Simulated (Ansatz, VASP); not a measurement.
# TaN: VASP beside Ansatz

```xyz
2
Lattice="0.0000 2.2282 2.2282 2.2282 0.0000 2.2282 2.2282 2.2282 0.0000" Properties=species:S:1:pos:R:3 pbc="T T T"
Ta    2.2330    2.2282    2.2282
N    -0.0625    0.0000    0.0000
```

Change from the starting cell: mode 4 frozen in at -0.061 Å, equal normal strain along x, y and z +0.0250.

Alike in both runs: task single point; functional LDA; k mesh 18 × 18 × 18; occupations gaussian, width 0.15 eV; no spin polarisation.

|  | VASP | Ansatz |
| --- | --- | --- |
| version | VASP 6.6.1 | Ansatz 0.2.0 |
| potentials or method | VASP PAW LDA potentials, release 64 (Ta_pv, N), cutoff 520 eV | scalar-relativistic, plane waves, PAW |
| valence electrons in the cell | 16 | 18 |

Ansatz gave:

| Property | Result |
| --- | --- |
| gap on the k mesh at the Fermi level (eV) | none |
| pressure (GPa) | -23.1 |
| traceless stress, the component that is largest in VASP (GPa) | 1.22 |
| rms of the force components (eV/Å) | 0.208 |

Q: Which values does VASP return?

A: gap on the k mesh at the Fermi level (eV): none; pressure (GPa): -21.3; traceless stress, the component that is largest in VASP (GPa): 1.24; rms of the force components (eV/Å): 0.212.

Ansatz warns that its potentials were made for another functional, while VASP's fit it. LDA's correlation is that of Perdew and Zunger in VASP and of Perdew and Wang (1992) in Ansatz. Atom by atom the forces differ by 0.004 eV/Å (rms over components). A gap of «none» marks a metal or a gap that the smearing closes. VASP's potentials hold 16 valence electrons a cell and Ansatz's 18, so a difference there can come from the potentials and not from the codes.

Neither program's run includes spin-orbit coupling.
